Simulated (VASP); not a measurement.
## SrO: single point with r2SCAN

SrO:

```
Sr O
1.0
     3.48948    0.00000    0.00000
    -1.74474    3.08585    0.00000
     0.00000    0.00000    6.25510
Sr O
2 2
Direct
  0.00000 0.00000 0.00000
  0.00000 0.00000 0.50000
  0.33149 0.66298 0.25000
  0.66851 0.33702 0.75000
```

This cell differs from its parent crystal: uniaxial x strain -2.1%.

- Program: VASP 6.6.1
- Task: single point
- Functional: r2SCAN
- Potentials or basis: VASP PAW PBE potentials, release 64 (Sr_sv, O)
- Cutoff: 520 eV
- k mesh: 12 × 12 × 4
- Occupations: gaussian, width 0.01 eV
- Spin: no spin polarisation

```yaml
Pressure: 2.5 GPa
Band_gap_on_the_k_mesh: 3.91 eV
```

Forces in eV/Å, atoms in the order of the input:
```
Sr   0.000  0.000  0.000
Sr   0.000  0.000  0.000
O    0.000 -0.003  0.000
O    0.000  0.003  0.000
```

Stress tensor (GPa, compression positive):
```
4.28 0.00 0.00
0.00 1.88 0.00
0.00 0.00 1.40
```

Levels at points of the mesh, in eV from the valence-band top:
```csv
k point,band 14,band 15,band 16,band 17,band 18,band 19
"(0.00, 0.00, 0.00)",-0.19,-0.06,0.00,3.91,5.13,7.09
"(0.50, 0.00, 0.00)",-0.60,-0.28,-0.14,4.11,6.21,7.60
"(0.00, 0.50, 0.00)",-0.60,-0.31,-0.08,4.11,6.12,7.60
"(0.00, 0.00, 0.50)",-0.59,-0.52,-0.52,5.87,5.87,7.23
"(0.50, 0.00, 0.50)",-0.92,-0.68,-0.68,5.30,5.30,8.96
"(0.00, 0.50, 0.50)",-0.90,-0.60,-0.60,5.25,5.25,8.91
```

It took 7.3 min on 1 thread of AMD EPYC 9R45 96-Core Processor (Zen 5) (shared host), peak memory 0.3 GiB.

Caveat: the cell differs from its parent crystal (uniaxial x strain -2.1%); the PAW data sets were made with another functional, which shifts forces and pressure a little. A k mesh can miss the band edges.
